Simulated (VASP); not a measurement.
# Mg3Sb2: single point with r2SCAN

Mg3Sb2:

```
Sb Mg
1.0
     4.57597    0.00000    0.00000
    -2.28799    3.96291    0.00000
     0.00000    0.00000    7.26309
Sb Mg
2 3
Direct
  0.33333 0.66667 0.22908
  0.66667 0.33333 0.77092
  0.00000 0.00000 0.00000
  0.33333 0.66667 0.63386
  0.66667 0.33333 0.36614
```

```yaml
Program: VASP 6.6.1
Task: single point
Functional: r2SCAN
Potentials_or_basis: VASP PAW PBE potentials, release 64 (Sb, Mg)
Cutoff: 660 eV
k_mesh: 8 × 8 × 4
Occupations: gaussian, width 0.05 eV
Spin: no spin polarisation
```

The pressure is -0.3 GPa, the largest force is 0.014 eV/Å and the band gap on the k mesh is 0.69 eV (least direct gap 1.75 eV).

Forces on the atoms (eV/Å):
```
Sb   0.000  0.000 -0.014
Sb   0.000  0.000  0.014
Mg   0.000  0.000  0.000
Mg   0.000  0.000 -0.012
Mg   0.000  0.000  0.012
```

Levels at points of the mesh, in eV from the valence-band top:
```csv
k point,band 6,band 7,band 8,band 9,band 10,band 11
"(0.00, 0.00, 0.00)",-0.41,-0.41,0.00,1.76,1.77,3.42
"(0.50, 0.00, 0.00)",-2.37,-2.18,-0.95,0.80,2.43,2.47
"(0.00, 0.00, 0.50)",-0.83,-0.74,-0.74,2.29,2.45,3.08
"(0.50, 0.00, 0.50)",-1.72,-1.67,-1.56,0.86,1.68,2.15
```

Run time: 7.2 min on 1 thread of Intel(R) Xeon(R) Platinum 8259CL CPU @ 2.50GHz (Skylake/Cascade Lake), with other jobs on the host, peak memory 0.4 GiB.

Caveat: the PAW data sets were made with another functional, which shifts forces and pressure a little; spin-orbit coupling is left out, which moves the levels of the heavy elements. A k mesh can miss the band edges.
